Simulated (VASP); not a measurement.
Input of a VASP 6.6.1 run:

The input INCAR:

```
SYSTEM = Ta
PREC = Accurate
ENCUT = 520
EDIFF = 1E-6
ISMEAR = -1
SIGMA = 0.1
LREAL = .FALSE.
LASPH = .TRUE.
NELM = 60
ALGO = Normal
ISIF = 2
LWAVE = .FALSE.
LCHARG = .FALSE.
GGA = PE
NBANDS = 30
```

The input KPOINTS:

```
regular mesh
0
G
  14 14 4
  0 0 0
```

File POSCAR:

```
Ta
1.0
    2.8576873645      0.0000000000      0.0000000000
   -1.4288436823      2.4748298537      0.0000000000
    0.0000000000      0.0000000000      9.7811313613
Ta
4
Direct
    0.0000000000      1.0000000000      1.0000000000
    0.0000000000      1.0000000000      0.5000000000
    0.3333333333      0.6666666667      0.2500000000
    0.6666666667      0.3333333333      0.7500000000
```

Potentials or basis: VASP PAW PBE potentials, release 64 (Ta_pv).

Run with:

```console
$ cat potpaw_PBE.64/Ta_pv/POTCAR > POTCAR
$ mpirun -np 1 vasp_std > vasp.out
```

Question: What does it give for the band gap on the k mesh?

Answer: Zero (bands 22 and 23 overlap by 1.08 eV).

Question: Estimate the pressure.

Answer: 18.7 GPa.

Stress tensor (GPa, compression positive):
```
18.56  0.00  0.00
 0.00 18.56  0.00
 0.00  0.00 18.87
```

Caveat: the cell stands under pressure; spin-orbit coupling is left out, which moves the levels of the heavy elements.
